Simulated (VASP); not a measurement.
# GaP (F-43m) in VASP: single point with PBE

Aim: the single point of GaP with PBE.

Program: VASP 6.6.1. These are calculated values, not measurements. Logs are shortened: lines on timing, memory, paths and dates and some standing lists are left out, and cuts for length are marked.

### 1 The cell of the first run

Symmetry: F-43m, No. 216, cubic system. Conventional cell: a = 5.451 Å, b = 5.451 Å, c = 5.451 Å, α = 90.00°, β = 90.00°, γ = 90.00°. Ga (site symmetry -43m) has 4 P at 2.36 Å within 3.1 Å. P (site symmetry -43m) has 4 Ga at 2.36 Å within 3.1 Å.

### 2 Single point, PBE

INCAR reads:

```
  PREC = Accurate
  ENCUT = 520
  EDIFF = 1E-6
  ISMEAR = 0
  SIGMA = 0.05
  LREAL = Auto
  LASPH = True
  NELM = 100
  ALGO = Normal
  ISIF = 2
  LWAVE = False
  LCHARG = False
  GGA = PE
  NBANDS = 276
```

KPOINTS reads:

```
regular mesh
0
Gamma
  1 1 1
```

POSCAR reads:

```
GaP
1.0
    0.0000000000      8.1757500000      8.1757500000
    8.1757500000      0.0000000000      8.1757500000
    8.1757500000      8.1757500000      0.0000000000
Ga P
27 27
Direct
    0.0000000000      0.0000000000      0.0000000000
    0.0000000000      0.0000000000      0.3333330000
    0.0000000000      0.0000000000      0.6666670000
    0.0000000000      0.3333330000      0.0000000000
    0.0000000000      0.3333330000      0.3333330000
    0.0000000000      0.3333330000      0.6666670000
    0.0000000000      0.6666670000      0.0000000000
    0.0000000000      0.6666670000      0.3333330000
    0.0000000000      0.6666670000      0.6666670000
    0.3333330000      0.0000000000      0.0000000000
    0.3333330000      0.0000000000      0.3333330000
    0.3333330000      0.0000000000      0.6666670000
    0.3333330000      0.3333330000      0.0000000000
    0.3333330000      0.3333330000      0.3333330000
    0.3333330000      0.3333330000      0.6666670000
    0.3333330000      0.6666670000      0.0000000000
    0.3333330000      0.6666670000      0.3333330000
    0.3333330000      0.6666670000      0.6666670000
    0.6666670000      0.0000000000      0.0000000000
    0.6666670000      0.0000000000      0.3333330000
    0.6666670000      0.0000000000      0.6666670000
    0.6666670000      0.3333330000      0.0000000000
    0.6666670000      0.3333330000      0.3333330000
    0.6666670000      0.3333330000      0.6666670000
    0.6666670000      0.6666670000      0.0000000000
    0.6666670000      0.6666670000      0.3333330000
    0.6666670000      0.6666670000      0.6666670000
    0.0833330000      0.0833330000      0.0833330000
    0.0833330000      0.0833330000      0.4166670000
    0.0833330000      0.0833330000      0.7500000000
    0.0833330000      0.4166670000      0.0833330000
    0.0833330000      0.4166670000      0.4166670000
    0.0833330000      0.4166670000      0.7500000000
    0.0833330000      0.7500000000      0.0833330000
    0.0833330000      0.7500000000      0.4166670000
    0.0833330000      0.7500000000      0.7500000000
    0.4166670000      0.0833330000      0.0833330000
    0.4166670000      0.0833330000      0.4166670000
    0.4166670000      0.0833330000      0.7500000000
    0.4166670000      0.4166670000      0.0833330000
    0.4166670000      0.4166670000      0.4166670000
    0.4166670000      0.4166670000      0.7500000000
    0.4166670000      0.7500000000      0.0833330000
    0.4166670000      0.7500000000      0.4166670000
    0.4166670000      0.7500000000      0.7500000000
    0.7500000000      0.0833330000      0.0833330000
    0.7500000000      0.0833330000      0.4166670000
    0.7500000000      0.0833330000      0.7500000000
    0.7500000000      0.4166670000      0.0833330000
    0.7500000000      0.4166670000      0.4166670000
    0.7500000000      0.4166670000      0.7500000000
    0.7500000000      0.7500000000      0.0833330000
    0.7500000000      0.7500000000      0.4166670000
    0.7500000000      0.7500000000      0.7500000000
```

Potentials or basis: VASP PAW PBE potentials, release 64 (Ga_d, P).

Started as:

```sh
$ cat potpaw_PBE.64/Ga_d/POTCAR potpaw_PBE.64/P/POTCAR > POTCAR
$ mpirun -np 1 vasp_gam > vasp.out
```

OUTCAR:

```text
PREC = Accurate
   ENCUT = 520
   EDIFF = 1E-6
   ISMEAR = 0
   LREAL = Auto
   LASPH = True
   NELM = 100
   ISIF = 2
   GGA = PE

 ion  position               nearest neighbor table
   1  0.000  0.000  0.000-  28 2.36  30 2.36  34 2.36  46 2.36
   2  0.000  0.000  0.333-  28 2.36  29 2.36  35 2.36  47 2.36
   3  0.000  0.000  0.667-  30 2.36  29 2.36  36 2.36  48 2.36
   4  0.000  0.333  0.000-  28 2.36  31 2.36  33 2.36  49 2.36
   5  0.000  0.333  0.333-  29 2.36  31 2.36  50 2.36  32 2.36
   6  0.000  0.333  0.667-  30 2.36  32 2.36  33 2.36  51 2.36
[... 46 lines left out ...]
  53  0.750  0.750  0.417-   8 2.36  20 2.36  26 2.36  27 2.36
  54  0.750  0.750  0.750-  27 2.36  21 2.36  25 2.36   9 2.36

  LATTYP: Found a face centered cubic cell.
 ALAT       =    16.3515000000

  Lattice vectors:

 A1 = (   0.0000000000,   8.1757500000,   8.1757500000)
 A2 = (   8.1757500000,   0.0000000000,   8.1757500000)
 A3 = (   8.1757500000,   8.1757500000,   0.0000000000)

Analysis of symmetry for initial positions (statically):
=====================================================================
 Subroutine PRICEL returns following result:

  LATTYP: Found a face centered cubic cell.
 ALAT       =     5.4504945495

  Lattice vectors:

 A1 = (   0.0000000000,   2.7252472748,   2.7252472748)
 A2 = (   2.7252472748,   0.0000000000,   2.7252472748)
 A3 = (   2.7252472748,   2.7252472748,   0.0000000000)

  27 primitive cells build up your supercell.

 Routine SETGRP: Setting up the symmetry group for a
 face centered cubic supercell.

 Subroutine GETGRP returns: Found 24 space group operations
 (whereof 24 operations were pure point group operations)
 out of a pool of 48 trial point group operations.

The static configuration has the point symmetry T_d .

Analysis of symmetry for dynamics (positions and initial velocities):
=====================================================================
 Subroutine PRICEL returns following result:

  LATTYP: Found a face centered cubic cell.
 ALAT       =     5.4504945495

  Lattice vectors:

 A1 = (   0.0000000000,   2.7252472748,   2.7252472748)
 A2 = (   2.7252472748,   0.0000000000,   2.7252472748)
 A3 = (   2.7252472748,   2.7252472748,   0.0000000000)

  27 primitive cells build up your supercell.

 Routine SETGRP: Setting up the symmetry group for a
 face centered cubic supercell.

 Subroutine GETGRP returns: Found 24 space group operations
 (whereof 24 operations were pure point group operations)
 out of a pool of 48 trial point group operations.

The dynamic configuration has the point symmetry T_d .

 Subroutine INISYM returns: Found 24 space group operations
 (whereof 24 operations are pure point group operations),
 and found    27 'primitive' translations

----------------------------------------------------------------------------------------

                                     Primitive cell

  volume of cell :      40.4807

  direct lattice vectors                    reciprocal lattice vectors
     0.000000000  2.725247275  2.725247275    -0.183469590  0.183469590  0.183469590
     2.725247275  0.000000000  2.725247275     0.183469590 -0.183469590  0.183469590
     2.725247275  2.725247275  0.000000000     0.183469590  0.183469590 -0.183469590

  length of vectors
     3.854081657  3.854081657  3.854081657     0.317778651  0.317778651  0.317778651

  position of ions in fractional coordinates (direct lattice)
     0.000000000  0.000000000  0.000000000
     0.249999250  0.249999250  0.249999250

  ion indices of the primitive-cell ions
   primitive index   ion index
                 1           1
                 2          28

----------------------------------------------------------------------------------------

 KPOINTS: regular mesh

Automatic generation of k-mesh.
 Grid dimensions read from file:
 generate k-points for:    1    1    1

 Generating k-lattice:

  Cartesian coordinates                     Fractional coordinates (reciprocal lattice)
    -0.061156469  0.061156469  0.061156469     1.000000000  0.000000000  0.000000000
     0.061156469 -0.061156469  0.061156469     0.000000000  1.000000000  0.000000000
     0.061156469  0.061156469 -0.061156469     0.000000000  0.000000000  1.000000000

  Length of vectors
     0.105926111  0.105926111  0.105926111

  Shift w.r.t. Gamma in fractional coordinates (k-lattice)
     0.000000000  0.000000000  0.000000000

 Subroutine IBZKPT returns following result:
 ===========================================

 Found      1 irreducible k-points:

 Following reciprocal coordinates:
            Coordinates               Weight
  0.000000  0.000000  0.000000      1.000000
   k-points           NKPTS =      1   k-points in BZ     NKDIM =      1   number of bands    NBANDS=    276
   number of dos      NEDOS =    301   number of ions     NIONS =     54
   total plane-waves  NPLWV = 729000
   dimension x,y,z NGX =    90 NGY =   90 NGZ =   90
   dimension x,y,z NGXF=   180 NGYF=  180 NGZF=  180
   ions per type =              27  27
   NGX,Y,Z   is equivalent  to a cutoff of  12.94, 12.94, 12.94 a.u.
   NGXF,Y,Z  is equivalent  to a cutoff of  25.88, 25.88, 25.88 a.u.
 SYSTEM =  unknown system
   PREC   = accura    normal or accurate (medium, high low for compatibility)
   ISTART =      0    job   : 0-new  1-cont  2-samecut
   ICHARG =      2    charge: 1-file 2-atom 10-const
   ISPIN  =      1    spin polarized calculation?
   LNONCOLLINEAR =      F non collinear calculations
   LSORBIT =      F    spin-orbit coupling
   LASPH  =      T    aspherical Exc in radial PAW
   ENCUT  =  520.0 eV  38.22 Ry    6.18 a.u.  21.50 21.50 21.50*2*pi/ulx,y,z
   NELM   =    100;   NELMIN=  2; NELMDL= -5     # of ELM steps
   EDIFF  = 0.1E-05   stopping-criterion for ELM
   LREAL  =      T    real-space projection
   EDIFFG = 0.1E-04   stopping-criterion for IOM
   NSW    =      0    number of steps for IOM
   IBRION =     -1    ionic relax: 0-MD 1-quasi-New 2-CG
   NFREE  =      0    steps in history (QN), initial steepest desc. (CG)
   ISIF   =      2    stress and relaxation
   ISYM   =      2    0-nonsym 1-usesym 2-fastsym
   POTIM  = 0.5000    time-step for ionic-motion
   TEBEG  =    0.0;   TEEND  =   0.0 temperature during run
   PSTRESS=    0.0 pullay stress
   NELECT =     486.0000    total number of electrons
   NUPDOWN=      -1.0000    fix difference up-down
   EMIN   =  10.00;   EMAX   =-10.00  energy-range for DOS
   EFERMI =   0.00;   METHOD = LEGACY
   ISMEAR =     0;   SIGMA  =   0.05  broadening in eV -4-tet -1-fermi 0-gaus
   EFERMI_NEDOS =   21; number of points for ismear=-14 and -15
   IALGO  =     38    algorithm
   IMIX   =      4    mixing-type and parameters
     AMIX     =   0.40;   BMIX     =  1.00
     AMIX_MAG =   1.60;   BMIX_MAG =  1.00
  volume/ion in A,a.u.               =      20.24       136.59
  Fermi-wavevector in a.u.,A,eV,Ry     =   1.249538  2.361284 21.243377  1.561344
  Thomas-Fermi vector in A             =   2.383574
   LORBIT       =      0    0 simple, 1 ext, 2 COOP (PROOUT), +10 PAW based schemes
   GGA     = PE    functional components
   LHFCALC =     F    Hartree Fock is set to
   AEXX    =    0.0000 exact exchange contribution
   IVDW    =     0    specifies the selected vdW correction
   LEPSILON=     F    determine dielectric tensor
   LRPA    =     F    only Hartree local field effects (RPA)
 non-spin polarized calculation
 Gauss-broadening in eV      SIGMA  =   0.05
  energy-cutoff  :      520.00
  volume of cell :     1092.98
 maximum number of plane-waves:     14802
 NGX is ok and might be reduce to    90
   NGX = 43   NGY = 43   NGZ = 43

 number of electron     485.9999691 magnetization

 Free energy of the ion-electron system (eV)
  ---------------------------------------------------
  ext. energy  EPLUGINS =         0.00000000
  ---------------------------------------------------
  free energy    TOTEN  =      -232.63816344 eV

  energy without entropy =     -232.63816344  energy(sigma->0) =     -232.63816344

 E-fermi :   5.0338     XC(G=0):  -9.7700

 val. band max:        4.7777078351   @ k =   0.0000   0.0000   0.0000
 cond. band min:       6.4726305204   @ k =   0.0000   0.0000   0.0000
 fundamental gap:      1.6949226853
 Fermi energy:         5.0337774620

 k-point     1 :       0.0000    0.0000    0.0000
  band No.  band energies     occupation
      1      -9.9871      2.00000
      2      -9.9871      2.00000
      3      -9.9871      2.00000
      4      -9.9871      2.00000
      5      -9.9871      2.00000
      6      -9.9871      2.00000
[... 247 lines left out ...]
    254       6.6281      0.00000
    255       6.6281      0.00000
 [bands above 255 left out]

------------------------ aborting loop because EDIFF is reached ----------------------------------------

  FORCE on cell =-STRESS in cart. coord.  units (eV):
  Direction    XX          YY          ZZ          XY          YZ          ZX
  --------------------------------------------------------------------------------------
  -------------------------------------------------------------------------------------
  Total       27.3266792     27.3266792     27.3266792     -0.0000000     -0.0000000      0.0000000
  in kB       40.0575733     40.0575733     40.0575733     -0.0000000     -0.0000000      0.0000000
  external PRESSURE =      40.0575733 kB  Pullay stress =       0.0000000 kB

 VOLUME and BASIS-vectors are now :
 -----------------------------------------------------------------------------
  energy-cutoff  :      520.00
  volume of cell :     1092.98
      direct lattice vectors                 reciprocal lattice vectors
     0.000000000  8.175750000  8.175750000    -0.061156469  0.061156469  0.061156469
     8.175750000  0.000000000  8.175750000     0.061156469 -0.061156469  0.061156469
     8.175750000  8.175750000  0.000000000     0.061156469  0.061156469 -0.061156469

 POSITION                                       TOTAL-FORCE (eV/Angst)
 -----------------------------------------------------------------------------------
      0.00000      0.00000      0.00000        -0.000000     -0.000000     -0.000000
      2.72525      2.72525      0.00000         0.000000     -0.000000     -0.000000
      5.45050      5.45050      0.00000        -0.000000      0.000000     -0.000000
      2.72525      0.00000      2.72525        -0.000000     -0.000000     -0.000000
      5.45049      2.72525      2.72525        -0.000000     -0.000000      0.000000
      8.17575      5.45050      2.72525        -0.000000     -0.000000     -0.000000
[... 46 lines left out ...]
      9.53838      9.53838     12.26363         0.000000      0.000000      0.000000
     12.26363     12.26363     12.26363         0.000000      0.000000      0.000000
 -----------------------------------------------------------------------------------
    total drift:                                0.000045      0.000045      0.000044

  FREE ENERGIE OF THE ION-ELECTRON SYSTEM (eV)
  ---------------------------------------------------
  free  energy   TOTEN  =      -232.6381634439 eV

  energy  without entropy=     -232.6381634439  energy(sigma->0) =     -232.63816344
```

Run time: 15 min. Hardware: 1 thread of Intel Xeon 6975P-C, shared host; peak memory 1.3 GiB.

Results:

| Item | Value |
| --- | --- |
| Free energy | -232.6382 eV |
| Pressure | 4.0 GPa |
| Band gap on the k mesh | 1.69 eV |

Levels at points of the mesh, in eV from the valence-band top:
```tsv
k point	band 241	band 242	band 243	band 244	band 245	band 246
(0.00, 0.00, 0.00)	0.00	0.00	0.00	1.69	1.69	1.69
```

Caveat: the k points lie up to 0.67 Å⁻¹ apart. A k mesh can miss the band edges.
